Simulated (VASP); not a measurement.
A run of VASP 6.6.1 is set up as follows.

Contents of INCAR:

```
SYSTEM = NaCl
  PREC = Accurate
  ENCUT = 520
  EDIFF = 1E-7
  ISMEAR = 0
  SIGMA = 0.02
  LREAL = .False.
  LASPH = .True.
  NELM = 60
  ALGO = Normal
  ISIF = 2
  LWAVE = .False.
  LCHARG = .False.
  GGA = PS
  NBANDS = 14
```

The input KPOINTS:

```
regular mesh
0
Gamma
  8 8 8
  0 0 0
```

The input POSCAR:

```
NaCl
1.0
    0.0000000000      2.5731153081      2.5731153081
    2.5731153081      0.0000000000      2.5731153081
    2.5731153081      2.5731153081      0.0000000000
Na Cl
1 1
Direct
    0.0000000000      0.0000000000      0.0000000000
    0.5000000000      0.5000000000      0.5000000000
```

Potentials or basis: VASP PAW PBE potentials, release 64 (Na_pv, Cl).

Launch:

```sh
$ cat potpaw_PBE.64/Na_pv/POTCAR potpaw_PBE.64/Cl/POTCAR > POTCAR
$ mpirun -np 1 vasp_std > vasp.out
```

Problem. Estimate the band gap on the k mesh.

Solution. 6.18 eV, direct.

Problem. What does it give for the pressure?

Solution. 12.2 GPa.

Caveat: the PAW data sets were made with another functional, which shifts forces and pressure a little. As with any semilocal functional, this PBEsol gap is likely too small.
